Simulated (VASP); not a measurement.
# Au in VASP: notebook

The runs below take Au through single point, with PBEsol.

All numbers are computed with VASP 6.6.1; they aren't measurements. Logs are shortened: lines on timing, memory, paths and dates and some standing lists are left out, and cuts for length are marked.

## Step 1: The cell of the first run

The structure is monoclinic, space group C2/m (No. 12). Conventional cell: a = 4.897 Å, b = 2.827 Å, c = 2.944 Å, α = 90.00°, β = 124.62°, γ = 90.00°. Within 3.7 Å of Au (site symmetry 2/m) lie 12 Au at 2.83 to 2.94 Å.

## Step 2: Single point, PBEsol

INCAR

```
ALGO = Normal ; EDIFF = 1E-6
ENCUT = 500 ; GGA = PS
GGA_COMPAT = F ; ISIF = 2
ISMEAR = 0 ; LASPH = T
LCHARG = F ; LREAL = F
LWAVE = F ; NBANDS = 12
NELM = 120 ; PREC = Accurate
SIGMA = 0.1
```

KPOINTS

```
k-points
0
Gamma
  12 12 14
```

POSCAR

```
Au
1.0
    2.8269323728     -0.0000430418      0.0205305124
   -1.4135034616      2.4482598122      0.0000000000
    1.4310192383      0.8261993425      2.4365703225
Au
1
Direct
    0.0000000000      0.0000000000      0.0000000000
```

Potentials or basis: VASP PAW PBE potentials, release 64 (Au).

Launch:

```bash
$ cat potpaw_PBE.64/Au/POTCAR > POTCAR
$ mpirun -np 1 vasp_std > vasp.out
```

OUTCAR:

```text
EDIFF = 1E-6
   ENCUT = 500
   GGA = PS
   ISIF = 2
   ISMEAR = 0
   LASPH = T
   LREAL = F
   NELM = 120
   PREC = Accurate

 ion  position               nearest neighbor table
   1  0.000  0.000  0.000-

  LATTYP: Found a base centered monoclinic cell.
 ALAT       =     4.8965196244
 B/A-ratio  =     0.5773502692
 C/A-ratio  =     0.6012489399
 COS(beta)  =    -0.5681921190

  Lattice vectors:

 A1 = (  -2.8269323728,   0.0000430418,  -0.0205305124)
 A2 = (  -1.4134289112,  -2.4482167704,  -0.0205305124)
 A3 = (   1.4310192383,   0.8261993425,   2.4365703225)

Analysis of symmetry for initial positions (statically):
=====================================================================
 Subroutine PRICEL returns:
 Original cell was already a primitive cell.

 Routine SETGRP: Setting up the symmetry group for a
 base centered monoclinic supercell.

 Subroutine GETGRP returns: Found  4 space group operations
 (whereof  4 operations were pure point group operations)
 out of a pool of  4 trial point group operations.

The static configuration has the point symmetry C_2h.

Analysis of symmetry for dynamics (positions and initial velocities):
=====================================================================
 Subroutine PRICEL returns:
 Original cell was already a primitive cell.

 Routine SETGRP: Setting up the symmetry group for a
 base centered monoclinic supercell.

 Subroutine GETGRP returns: Found  4 space group operations
 (whereof  4 operations were pure point group operations)
 out of a pool of  4 trial point group operations.

The dynamic configuration has the point symmetry C_2h.

 Subroutine INISYM returns: Found  4 space group operations
 (whereof  4 operations are pure point group operations),
 and found     1 'primitive' translations

----------------------------------------------------------------------------------------

                                     Primitive cell

  volume of cell :      16.7676

  direct lattice vectors                    reciprocal lattice vectors
     2.826932373 -0.000043042  0.020530512     0.355766736  0.205402021 -0.278593255
    -1.413503462  2.448259812  0.000000000     0.001017866  0.409041047 -0.139296628
     1.431019238  0.826199343  2.436570323    -0.002997686 -0.001730715  0.412760368

  length of vectors
     2.827006923  2.827006923  2.944027233     0.496360920  0.432110130  0.412774881

  position of ions in fractional coordinates (direct lattice)
     0.000000000  0.000000000  0.000000000

  ion indices of the primitive-cell ions
   primitive index   ion index
                 1           1

----------------------------------------------------------------------------------------

 KPOINTS: k-points

Automatic generation of k-mesh.
 Grid dimensions read from file:
 generate k-points for:   12   12   14

 Generating k-lattice:

  Cartesian coordinates                     Fractional coordinates (reciprocal lattice)
     0.029647228  0.017116835 -0.023216105     0.083333333  0.000000000 -0.000000000
     0.000084822  0.034086754 -0.011608052    -0.000000000  0.083333333 -0.000000000
    -0.000214120 -0.000123622  0.029482883     0.000000000  0.000000000  0.071428571

  Length of vectors
     0.041363410  0.036009178  0.029483920

  Shift w.r.t. Gamma in fractional coordinates (k-lattice)
     0.000000000  0.000000000  0.000000000

 Subroutine IBZKPT returns following result:
 ===========================================

 Found    554 irreducible k-points:

 Following reciprocal coordinates:
            Coordinates               Weight
  0.000000  0.000000  0.000000      1.000000
  0.083333 -0.000000  0.000000      2.000000
  0.166667 -0.000000  0.000000      2.000000
  0.250000 -0.000000  0.000000      2.000000
  0.333333 -0.000000  0.000000      2.000000
  0.416667 -0.000000  0.000000      2.000000
[... 16 lines left out ...]
  0.166667  0.250000  0.000000      4.000000
  0.250000  0.250000  0.000000      4.000000
 [... further k-points ...]
   k-points           NKPTS =    554   k-points in BZ     NKDIM =    554   number of bands    NBANDS=     12
   number of dos      NEDOS =    301   number of ions     NIONS =      1
   total plane-waves  NPLWV =  13824
   dimension x,y,z NGX =    24 NGY =   24 NGZ =   24
   dimension x,y,z NGXF=    48 NGYF=   48 NGZF=   48
   ions per type =               1
   NGX,Y,Z   is equivalent  to a cutoff of  14.11, 14.11, 13.55 a.u.
   NGXF,Y,Z  is equivalent  to a cutoff of  28.23, 28.23, 27.11 a.u.
 SYSTEM =  unknown system
   PREC   = accura    normal or accurate (medium, high low for compatibility)
   ISTART =      0    job   : 0-new  1-cont  2-samecut
   ICHARG =      2    charge: 1-file 2-atom 10-const
   ISPIN  =      1    spin polarized calculation?
   LNONCOLLINEAR =      F non collinear calculations
   LSORBIT =      F    spin-orbit coupling
   LASPH  =      T    aspherical Exc in radial PAW
   ENCUT  =  500.0 eV  36.75 Ry    6.06 a.u.   5.15  5.15  5.37*2*pi/ulx,y,z
   NELM   =    120;   NELMIN=  2; NELMDL= -5     # of ELM steps
   EDIFF  = 0.1E-05   stopping-criterion for ELM
   LREAL  =      F    real-space projection
[... 7 lines left out ...]
   TEBEG  =    0.0;   TEEND  =   0.0 temperature during run
   PSTRESS=    0.0 pullay stress
   NELECT =      11.0000    total number of electrons
   NUPDOWN=      -1.0000    fix difference up-down
   EMIN   =  10.00;   EMAX   =-10.00  energy-range for DOS
   EFERMI =   0.00;   METHOD = LEGACY
   ISMEAR =     0;   SIGMA  =   0.10  broadening in eV -4-tet -1-fermi 0-gaus
   EFERMI_NEDOS =   21; number of points for ismear=-14 and -15
   IALGO  =     38    algorithm
   IMIX   =      4    mixing-type and parameters
     AMIX     =   0.40;   BMIX     =  1.00
     AMIX_MAG =   1.60;   BMIX_MAG =  1.00
  volume/ion in A,a.u.               =      16.77       113.15
  Fermi-wavevector in a.u.,A,eV,Ry     =   1.422488  2.688113 27.531019  2.023473
  Thomas-Fermi vector in A             =   2.543187
   LORBIT       =      0    0 simple, 1 ext, 2 COOP (PROOUT), +10 PAW based schemes
   GGA     = PS    functional components
   LHFCALC =     F    Hartree Fock is set to
   AEXX    =    0.0000 exact exchange contribution
   IVDW    =     0    specifies the selected vdW correction
   LEPSILON=     F    determine dielectric tensor
   LRPA    =     F    only Hartree local field effects (RPA)
 non-spin polarized calculation
 Gauss-broadening in eV      SIGMA  =   0.10
  energy-cutoff  :      500.00
  volume of cell :       16.77
 maximum number of plane-waves:       437
 NGX is ok and might be reduce to    24
   NGX = 11   NGY = 11   NGZ = 11

 number of electron      11.0000000 magnetization

 Free energy of the ion-electron system (eV)
  ---------------------------------------------------
  ext. energy  EPLUGINS =         0.00000000
  ---------------------------------------------------
  free energy    TOTEN  =        -3.90983368 eV

  energy without entropy =       -3.90743993  energy(sigma->0) =       -3.90863681

 E-fermi :   9.5995     XC(G=0): -12.9800

 val. band max:        9.5975563944   @ k =   0.3333   0.1667   0.4286
 cond. band min:       9.6149057949   @ k =   0.1667   0.3333   0.2857
 fundamental gap:      0.0173494005
 Fermi energy:         9.5994859771

 k-point     1 :       0.0000    0.0000    0.0000
  band No.  band energies     occupation
      1      -0.5471      2.00000
      2       4.4676      2.00000
      3       4.8926      2.00000
      4       4.8993      2.00000
      5       6.3240      2.00000
      6       6.4452      2.00000
      7      23.9285      0.00000
      8      27.1411      0.00000
      9      28.6496      0.00000
     10      28.7221      0.00000
     11      32.9862      0.00000
     12      37.0034      0.00000

 k-point     2 :       0.0833   -0.0000    0.0000
  band No.  band energies     occupation
      1      -0.2146      2.00000
      2       4.5179      2.00000
      3       4.8230      2.00000
      4       5.0454      2.00000
      5       6.2575      2.00000
      6       6.3971      2.00000
      7      24.3033      0.00000
      8      26.7980      0.00000
      9      27.7520      0.00000
     10      28.5605      0.00000
     11      34.7019      0.00000
     12      35.3086      0.00000

 k-point     3 :       0.1667   -0.0000    0.0000
  band No.  band energies     occupation
      1       0.7232      2.00000
      2       4.1816      2.00000
      3       5.1604      2.00000
      4       5.4718      2.00000
      5       5.8121      2.00000
      6       6.6020      2.00000
      7      25.0379      0.00000
      8      26.1155      0.00000
      9      26.4174      0.00000
     10      27.4153      0.00000
     11      32.0445      0.00000
     12      33.9502      0.00000
[... 286 lines left out ...]
 k-point    23 :       0.1667    0.2500    0.0000
  band No.  band energies     occupation
      1       2.7321      2.00000
      2       4.3925      2.00000
      3       4.8300      2.00000
      4       5.3402      2.00000
      5       7.4889      2.00000
      6       8.4192      2.00000
      7      17.1126      0.00000
      8      23.9427      0.00000
      9      24.4372      0.00000
     10      26.0955      0.00000
     11      34.0362      0.00000
     12      34.6458      0.00000

 k-point    24 :       0.2500    0.2500    0.0000
  band No.  band energies     occupation
      1       3.0825      2.00000
      2       3.8808      2.00000
      3       5.1287      2.00000
      4       5.8428      2.00000
      5       7.6540      2.00000
      6      10.7066      0.00000
      7      15.3679      0.00000
      8      21.4604      0.00000
      9      22.4198      0.00000
     10      25.9751      0.00000
     11      34.5002      0.00000
     12      35.0023      0.00000

 [... further k-points ...]

------------------------ aborting loop because EDIFF is reached ----------------------------------------

  FORCE on cell =-STRESS in cart. coord.  units (eV):
  Direction    XX          YY          ZZ          XY          YZ          ZX
  --------------------------------------------------------------------------------------
  -------------------------------------------------------------------------------------
  Total        0.4418723      0.4455372     -0.0356718     -0.0031739      0.0036450      0.0063134
  in kB       42.2217540     42.5719386     -3.4085138     -0.3032687      0.3482878      0.6032531
  external PRESSURE =      27.1283929 kB  Pullay stress =       0.0000000 kB

 VOLUME and BASIS-vectors are now :
 -----------------------------------------------------------------------------
  energy-cutoff  :      500.00
  volume of cell :       16.77
      direct lattice vectors                 reciprocal lattice vectors
     2.826932373 -0.000043042  0.020530512     0.355766736  0.205402021 -0.278593255
    -1.413503462  2.448259812  0.000000000     0.001017866  0.409041047 -0.139296628
     1.431019238  0.826199343  2.436570323    -0.002997686 -0.001730715  0.412760368

 POSITION                                       TOTAL-FORCE (eV/Angst)
 -----------------------------------------------------------------------------------
      0.00000      0.00000      0.00000         0.000000      0.000000      0.000000
 -----------------------------------------------------------------------------------
    total drift:                                0.000000     -0.000000      0.000000

  FREE ENERGIE OF THE ION-ELECTRON SYSTEM (eV)
  ---------------------------------------------------
  free  energy   TOTEN  =        -3.9098336781 eV

  energy  without entropy=       -3.9074399329  energy(sigma->0) =       -3.90863681
```

Wall time 98 s (1 thread of Intel Xeon 8259CL, shared host); peak memory 0.23 GiB.

What came out:

| Item | Value |
| --- | --- |
| Free energy | -3.9098 eV |
| Pressure | 2.7 GPa |
| Band gap on the k mesh | zero (an odd number of electrons rules out a gap without spin polarisation) |

Stress tensor (GPa, compression positive):
```
 4.22 -0.03  0.06
-0.03  4.26  0.03
 0.06  0.03 -0.34
```

Levels at points of the mesh, in eV from the Fermi level:
```tsv
k point	band 2	band 3	band 4	band 5	band 6	band 7	band 8	band 9	band 10	band 11
(0.00, 0.00, 0.00)	-5.13	-4.71	-4.70	-3.28	-3.15	14.33	17.54	19.05	19.12	23.39
(0.50, 0.00, 0.00)	-6.94	-2.09	-1.68	-1.64	1.01	6.03	9.11	10.55	17.04	19.98
(0.00, 0.50, 0.00)	-5.18	-4.57	-2.13	-1.84	-0.99	3.38	13.65	16.47	17.36	24.45
(0.00, 0.00, 0.50)	-4.83	-4.83	-2.13	-2.04	-1.49	2.46	14.25	17.88	17.99	25.54
(0.50, 0.00, 0.50)	-5.10	-4.62	-2.22	-1.81	-1.08	3.24	13.81	16.80	17.32	24.86
(0.00, 0.50, 0.50)	-6.95	-2.11	-1.71	-1.62	0.80	5.77	9.53	10.55	17.30	20.11
```

Caveat: the PAW data sets were made with another functional, which shifts forces and pressure a little; spin-orbit coupling is left out, which moves the levels of the heavy elements.

## Step 3: Single point, PBEsol

INCAR

```
PREC     = Accurate       # precision mode
ENCUT    = 500            # plane-wave cutoff, eV
EDIFF    = 1E-6           # SCF threshold, eV
ISMEAR   = 0              # smearing method
SIGMA    = 0.1            # smearing width, eV
LREAL    = F              # projectors in reciprocal space
LASPH    = T              # aspherical terms in the spheres
NELM     = 120            # most SCF steps
ALGO     = Normal         # electronic algorithm
ISIF     = 2              # what is computed and relaxed
LWAVE    = F              # write WAVECAR
LCHARG   = F              # write CHGCAR
GGA      = PS             # functional
NBANDS   = 12             # bands
ISYM     = 0            
GGA_COMPAT= F
```

KPOINTS

```
Automatic mesh
0
Gamma
  12 12 14
```

POSCAR is that of step 2.

Potentials or basis: VASP PAW PBE potentials, release 64 (Au).

Launch:

```bash
$ cat potpaw_PBE.64/Au/POTCAR > POTCAR
$ mpirun -np 1 vasp_std > vasp.out
```

It took 3.2 min on 1 thread of Intel Xeon 8259CL, shared host; peak memory 0.3 GiB.

It converged, with:

- Free energy: -3.9098 eV
- Pressure: 2.7 GPa
- Band gap on the k mesh: zero (an odd number of electrons rules out a gap without spin polarisation)

Stress tensor (GPa, compression positive):
```
 4.22 -0.03  0.06
-0.03  4.26  0.03
 0.06  0.03 -0.34
```

Levels at points of the mesh, in eV from the Fermi level:
```csv
k point,band 2,band 3,band 4,band 5,band 6,band 7,band 8,band 9,band 10,band 11
"(0.00, 0.00, 0.00)",-5.13,-4.71,-4.70,-3.28,-3.15,14.33,17.54,19.05,19.12,23.39
"(0.50, 0.00, 0.00)",-6.94,-2.09,-1.68,-1.64,1.01,6.03,9.11,10.55,17.04,19.98
"(0.00, 0.50, 0.00)",-5.18,-4.57,-2.13,-1.84,-0.99,3.38,13.65,16.47,17.36,24.45
"(0.50, 0.50, 0.00)",-5.18,-4.57,-2.13,-1.84,-0.99,3.38,13.65,16.47,17.36,24.45
"(0.00, 0.00, 0.50)",-4.83,-4.83,-2.13,-2.04,-1.49,2.46,14.25,17.88,17.99,25.54
"(0.50, 0.00, 0.50)",-5.10,-4.62,-2.22,-1.81,-1.08,3.24,13.81,16.80,17.32,24.86
"(0.00, 0.50, 0.50)",-6.95,-2.11,-1.71,-1.62,0.80,5.77,9.53,10.55,17.30,20.11
"(0.50, 0.50, 0.50)",-6.95,-2.11,-1.71,-1.62,0.80,5.77,9.53,10.55,17.30,20.11
```

Caveat: the PAW data sets were made with another functional, which shifts forces and pressure a little; spin-orbit coupling is left out, which moves the levels of the heavy elements.

(Continued in part 2 of 2.)
